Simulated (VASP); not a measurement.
# Ti (I4/mmm) in VASP: further runs

The runs below take Ti through single point, with PBE+D3(BJ), PBE.

Everything below comes from runs of VASP 6.6.1. Logs are shortened: lines on timing, memory, paths and dates and some standing lists are left out, and cuts for length are marked.

## 1. The cell of the first run

It takes space group I4/mmm (No. 139, tetragonal). Conventional cell: a = 3.654 Å, b = 3.654 Å, c = 2.584 Å, α = 90.00°, β = 90.00°, γ = 90.00°. Within 3.4 Å of Ti (site symmetry 4/mmm) lie 10 Ti at 2.58 to 2.89 Å.

## 2. Single point, PBE+D3(BJ)

File INCAR:

```
  ALGO = Fast
  EDIFF = 1E-6
  ENCUT = 520
  GGA = PE
  ISIF = 2
  ISMEAR = 0
  IVDW = 12
  LASPH = T
  LCHARG = F
  LREAL = F
  LWAVE = F
  NBANDS = 12
  NELM = 60
  PREC = Accurate
  SIGMA = 0.15
```

File KPOINTS:

```
k-points
0
Gamma
  28 28 28
```

File POSCAR:

```
Ti
1.0
   -1.8271826809      1.8271826809      1.2918181554
    1.8271826809     -1.8271826809      1.2918181554
    1.8271826809      1.8271826809     -1.2918181554
Ti
1
Direct
    0.0000000000      0.0000000000      0.0000000000
```

Potentials or basis: VASP PAW PBE potentials, release 64 (Ti_sv).

Started as:

```console
cat potpaw_PBE.64/Ti_sv/POTCAR > POTCAR
mpirun -np 1 vasp_std > vasp.out
```

OUTCAR:

```text
EDIFF = 1E-6
   ENCUT = 520
   GGA = PE
   ISIF = 2
   ISMEAR = 0
   IVDW = 12
   LASPH = T
   LREAL = F
   NELM = 60
   PREC = Accurate
 IVDW          = 12

 ion  position               nearest neighbor table
   1  0.000  0.000  0.000-

  LATTYP: Found a body centered tetragonal cell.
 ALAT       =     3.6543653618
 C/A-ratio  =     0.7070000000

  Lattice vectors:

 A1 = (  -1.8271826809,   1.8271826809,   1.2918181554)
 A2 = (   1.8271826809,  -1.8271826809,   1.2918181554)
 A3 = (   1.8271826809,   1.8271826809,  -1.2918181554)

Analysis of symmetry for initial positions (statically):
=====================================================================
 Subroutine PRICEL returns:
 Original cell was already a primitive cell.

 Routine SETGRP: Setting up the symmetry group for a
 body centered tetragonal supercell.

 Subroutine GETGRP returns: Found 16 space group operations
 (whereof 16 operations were pure point group operations)
 out of a pool of 16 trial point group operations.

The static configuration has the point symmetry D_4h.

Analysis of symmetry for dynamics (positions and initial velocities):
=====================================================================
 Subroutine PRICEL returns:
 Original cell was already a primitive cell.

 Routine SETGRP: Setting up the symmetry group for a
 body centered tetragonal supercell.

 Subroutine GETGRP returns: Found 16 space group operations
 (whereof 16 operations were pure point group operations)
 out of a pool of 16 trial point group operations.

The dynamic configuration has the point symmetry D_4h.

 Subroutine INISYM returns: Found 16 space group operations
 (whereof 16 operations are pure point group operations),
 and found     1 'primitive' translations

----------------------------------------------------------------------------------------

                                     Primitive cell

  volume of cell :      17.2514

  direct lattice vectors                    reciprocal lattice vectors
    -1.827182681  1.827182681  1.291818155     0.000000000  0.273645326  0.387051380
     1.827182681 -1.827182681  1.291818155     0.273645326  0.000000000  0.387051380
     1.827182681  1.827182681 -1.291818155     0.273645326  0.273645326  0.000000000

  length of vectors
     2.888942236  2.888942236  2.888942236     0.474015332  0.474015332  0.386992931

  position of ions in fractional coordinates (direct lattice)
     0.000000000  0.000000000  0.000000000

  ion indices of the primitive-cell ions
   primitive index   ion index
                 1           1

----------------------------------------------------------------------------------------

 KPOINTS: k-points

Automatic generation of k-mesh.
 Grid dimensions read from file:
 generate k-points for:   28   28   28

 Generating k-lattice:

  Cartesian coordinates                     Fractional coordinates (reciprocal lattice)
     0.000000000  0.009773047  0.013823264     0.035714286  0.000000000  0.000000000
     0.009773047  0.000000000  0.013823264     0.000000000  0.035714286  0.000000000
     0.009773047  0.009773047  0.000000000     0.000000000  0.000000000  0.035714286

  Length of vectors
     0.016929119  0.016929119  0.013821176

  Shift w.r.t. Gamma in fractional coordinates (k-lattice)
     0.000000000  0.000000000  0.000000000

 Subroutine IBZKPT returns following result:
 ===========================================

 Found   1639 irreducible k-points:

 Following reciprocal coordinates:
            Coordinates               Weight
  0.000000  0.000000  0.000000      1.000000
  0.035714  0.000000  0.000000      8.000000
  0.071429  0.000000  0.000000      8.000000
  0.107143  0.000000 -0.000000      8.000000
  0.142857  0.000000  0.000000      8.000000
  0.178571  0.000000  0.000000      8.000000
[... 16 lines left out ...]
  0.285714  0.035714  0.000000     16.000000
  0.321429  0.035714 -0.000000     16.000000
 [... further k-points ...]
   k-points           NKPTS =   1639   k-points in BZ     NKDIM =   1639   number of bands    NBANDS=     12
   number of dos      NEDOS =    301   number of ions     NIONS =      1
   total plane-waves  NPLWV =  13824
   dimension x,y,z NGX =    24 NGY =   24 NGZ =   24
   dimension x,y,z NGXF=    48 NGYF=   48 NGZF=   48
   ions per type =               1
   NGX,Y,Z   is equivalent  to a cutoff of  13.81, 13.81, 13.81 a.u.
   NGXF,Y,Z  is equivalent  to a cutoff of  27.62, 27.62, 27.62 a.u.
 SYSTEM =  unknown system
   PREC   = accura    normal or accurate (medium, high low for compatibility)
   ISTART =      0    job   : 0-new  1-cont  2-samecut
   ICHARG =      2    charge: 1-file 2-atom 10-const
   ISPIN  =      1    spin polarized calculation?
   LNONCOLLINEAR =      F non collinear calculations
   LSORBIT =      F    spin-orbit coupling
   LASPH  =      T    aspherical Exc in radial PAW
   ENCUT  =  520.0 eV  38.22 Ry    6.18 a.u.   5.37  5.37  5.37*2*pi/ulx,y,z
   NELM   =     60;   NELMIN=  2; NELMDL= -5     # of ELM steps
   EDIFF  = 0.1E-05   stopping-criterion for ELM
   LREAL  =      F    real-space projection
   EDIFFG = 0.1E-04   stopping-criterion for IOM
   NSW    =      0    number of steps for IOM
   IBRION =     -1    ionic relax: 0-MD 1-quasi-New 2-CG
   NFREE  =      0    steps in history (QN), initial steepest desc. (CG)
   ISIF   =      2    stress and relaxation
   ISYM   =      2    0-nonsym 1-usesym 2-fastsym
   POTIM  = 0.5000    time-step for ionic-motion
   TEBEG  =    0.0;   TEEND  =   0.0 temperature during run
   PSTRESS=    0.0 pullay stress
   NELECT =      12.0000    total number of electrons
   NUPDOWN=      -1.0000    fix difference up-down
   EMIN   =  10.00;   EMAX   =-10.00  energy-range for DOS
   EFERMI =   0.00;   METHOD = LEGACY
   ISMEAR =     0;   SIGMA  =   0.15  broadening in eV -4-tet -1-fermi 0-gaus
   EFERMI_NEDOS =   21; number of points for ismear=-14 and -15
   IALGO  =     68    algorithm
   IMIX   =      4    mixing-type and parameters
     AMIX     =   0.40;   BMIX     =  1.00
     AMIX_MAG =   1.60;   BMIX_MAG =  1.00
  volume/ion in A,a.u.               =      17.25       116.42
  Fermi-wavevector in a.u.,A,eV,Ry     =   1.450530  2.741105 28.627177  2.104038
  Thomas-Fermi vector in A             =   2.568132
   LORBIT       =      0    0 simple, 1 ext, 2 COOP (PROOUT), +10 PAW based schemes
   GGA     = PE    functional components
   LHFCALC =     F    Hartree Fock is set to
   AEXX    =    0.0000 exact exchange contribution
   IVDW    =    12    specifies the selected vdW correction
   LEPSILON=     F    determine dielectric tensor
   LRPA    =     F    only Hartree local field effects (RPA)
 non-spin polarized calculation
 RMM-DIIS sequential band-by-band and
 Gauss-broadening in eV      SIGMA  =   0.15
  energy-cutoff  :      520.00
  volume of cell :       17.25
 maximum number of plane-waves:       479
 NGX is ok and might be reduce to    24
   NGX = 11   NGY = 11   NGZ = 11

 number of electron      12.0000002 magnetization

 Free energy of the ion-electron system (eV)
  ---------------------------------------------------
  ext. energy  EPLUGINS =         0.00000000
  ---------------------------------------------------
  free energy    TOTEN  =        -7.63880197 eV

  energy without entropy =       -7.63004376  energy(sigma->0) =       -7.63442286

 E-fermi :   8.1991     XC(G=0): -11.4822

 val. band max:        8.1958234830   @ k =  -0.3214  -0.3214   0.3214
 cond. band min:       8.1991824838   @ k =  -0.1429   0.3214   0.1429
 fundamental gap:      0.0033590007
 Fermi energy:         8.1990760343

 k-point     1 :       0.0000    0.0000    0.0000
  band No.  band energies     occupation
      1     -48.3341      2.00000
      2     -24.2158      2.00000
      3     -24.2158      2.00000
      4     -23.9359      2.00000
      5       2.2441      2.00000
      6       7.7320      1.99999
      7       8.6417      0.00003
      8      10.7571      0.00000
      9      10.7571      0.00000
     10      11.7291      0.00000
     11      23.4100      0.00000
     12      23.4100      0.00000

 k-point     2 :       0.0357    0.0000    0.0000
  band No.  band energies     occupation
      1     -48.3311      2.00000
      2     -24.2180      2.00000
      3     -24.2174      2.00000
      4     -23.9499      2.00000
      5       2.2975      2.00000
      6       7.7520      1.99998
      7       8.6744      0.00001
      8      10.7178      0.00000
      9      10.7204      0.00000
     10      11.7102      0.00000
     11      23.4539      0.00000
     12      23.4656      0.00000

 k-point     3 :       0.0714    0.0000    0.0000
  band No.  band energies     occupation
      1     -48.3224      2.00000
      2     -24.2251      2.00000
      3     -24.2223      2.00000
      4     -23.9907      2.00000
      5       2.4558      2.00000
      6       7.8086      1.99977
      7       8.7692      0.00000
      8      10.6061      0.00000
      9      10.6187      0.00000
     10      11.6575      0.00000
     11      23.5780      0.00000
     12      23.6231      0.00000
[... 286 lines left out ...]
 k-point    23 :       0.2857    0.0357    0.0000
  band No.  band energies     occupation
      1     -48.1671      2.00000
      2     -24.7617      2.00000
      3     -24.2996      2.00000
      4     -24.2607      2.00000
      5       5.2282      2.00000
      6       7.6668      2.00000
      7       9.0027      0.00000
      8      10.6888      0.00000
      9      10.9601      0.00000
     10      11.4400      0.00000
     11      21.7886      0.00000
     12      23.2905      0.00000

 k-point    24 :       0.3214    0.0357   -0.0000
  band No.  band energies     occupation
      1     -48.1435      2.00000
      2     -24.8650      2.00000
      3     -24.3126      2.00000
      4     -24.2728      2.00000
      5       5.5412      2.00000
      6       7.4820      2.00000
      7       9.1758      0.00000
      8      10.8776      0.00000
      9      11.0313      0.00000
     10      11.8457      0.00000
     11      20.8638      0.00000
     12      22.7654      0.00000

 [... further k-points ...]

------------------------ aborting loop because EDIFF is reached ----------------------------------------

 Edisp (eV)   -0.60766

 E8    (eV) :    -0.2889

  FORCE on cell =-STRESS in cart. coord.  units (eV):
  Direction    XX          YY          ZZ          XY          YZ          ZX
  --------------------------------------------------------------------------------------
  -------------------------------------------------------------------------------------
  Total      -1.21824    -1.21824     0.65340     0.00000    -0.00000     0.00000
  in kB    -113.14065  -113.14065    60.68292     0.00000    -0.00000     0.00000
  external pressure =      -55.20 kB  Pullay stress =        0.00 kB

 VOLUME and BASIS-vectors are now :
 -----------------------------------------------------------------------------
  energy-cutoff  :      520.00
  volume of cell :       17.25
      direct lattice vectors                 reciprocal lattice vectors
    -1.827182681  1.827182681  1.291818155     0.000000000  0.273645326  0.387051380
     1.827182681 -1.827182681  1.291818155     0.273645326  0.000000000  0.387051380
     1.827182681  1.827182681 -1.291818155     0.273645326  0.273645326  0.000000000

 POSITION                                       TOTAL-FORCE (eV/Angst)
 -----------------------------------------------------------------------------------
      0.00000      0.00000      0.00000         0.000000      0.000000     -0.000000
 -----------------------------------------------------------------------------------
    total drift:                                0.000000      0.000000     -0.000000

  FREE ENERGIE OF THE ION-ELECTRON SYSTEM (eV)
  ---------------------------------------------------
  free  energy   TOTEN  =        -8.2464660500 eV

  energy  without entropy=       -8.2377078417  energy(sigma->0) =       -8.24208695
```

It took 10 min on 1 thread of Intel Xeon 8259CL, shared host; peak memory 0.44 GiB.

What came out:

```yaml
Free_energy: -8.2465 eV
Pressure: -5.5 GPa
Band_gap_on_the_k_mesh: zero (bands 6 and 7 overlap by 0.69 eV)
Dispersion_energy_per_atom: -0.608 eV
```

Levels at points of the mesh, in eV from the Fermi level:
```csv
k point,band 3,band 4,band 5,band 6,band 7,band 8,band 9,band 10
"(0.00, 0.00, 0.00)",-32.41,-32.13,-5.95,-0.47,0.44,2.56,2.56,3.53
"(0.50, 0.00, 0.00)",-32.54,-32.50,-2.39,-1.15,2.50,2.57,3.79,4.40
"(0.50, 0.50, 0.00)",-32.37,-32.22,-2.58,-0.23,0.50,2.11,2.29,4.25
"(0.50, 0.50, 0.50)",-32.91,-32.31,-2.48,-1.91,4.07,4.07,4.25,5.41
```

Caveat: the cell stands under tension.

## 3. Single point, PBE

File INCAR:

```
SYSTEM = Ti
ALGO = Fast
EDIFF = 1E-7
ENCUT = 520
GGA = PE
ISIF = 2
ISMEAR = 0
LASPH = .True.
LCHARG = .True.
LELF = .True.
LREAL = .False.
LVHAR = .True.
LWAVE = .False.
NBANDS = 12
NELM = 100
PREC = Accurate
SIGMA = 0.15
```

File KPOINTS:

```
k-points
0
Gamma
  28 28 28
  0 0 0
```

POSCAR is that of step 2.

Potentials or basis: VASP PAW PBE potentials, release 64 (Ti_sv).

Started as:

```console
cat potpaw_PBE.64/Ti_sv/POTCAR > POTCAR
mpirun -np 1 vasp_std > vasp.out
```

Wall time 12 min (1 thread of Intel Xeon 8259CL, shared host); peak memory 0.44 GiB.

The run converged. Its results:

```
Free energy            : -7.6388 eV
Pressure               : 0.3 GPa
Band gap on the k mesh : zero (bands 6 and 7 overlap by 0.69 eV)
```

Stress tensor (GPa, compression positive):
```
-5.55  0.00  0.00
 0.00 -5.55  0.00
 0.00  0.00 12.02
```

Levels at points of the mesh, in eV from the Fermi level:
| k point | band 4 | band 5 | band 6 | band 7 | band 8 | band 9 |
| --- | --- | --- | --- | --- | --- | --- |
| (0.00, 0.00, 0.00) | -32.13 | -5.95 | -0.47 | 0.44 | 2.56 | 2.56 |
| (0.50, 0.00, 0.00) | -32.50 | -2.39 | -1.15 | 2.50 | 2.57 | 3.79 |
| (0.50, 0.50, 0.00) | -32.22 | -2.58 | -0.23 | 0.50 | 2.11 | 2.29 |
| (0.50, 0.50, 0.50) | -32.31 | -2.48 | -1.91 | 4.07 | 4.07 | 4.25 |
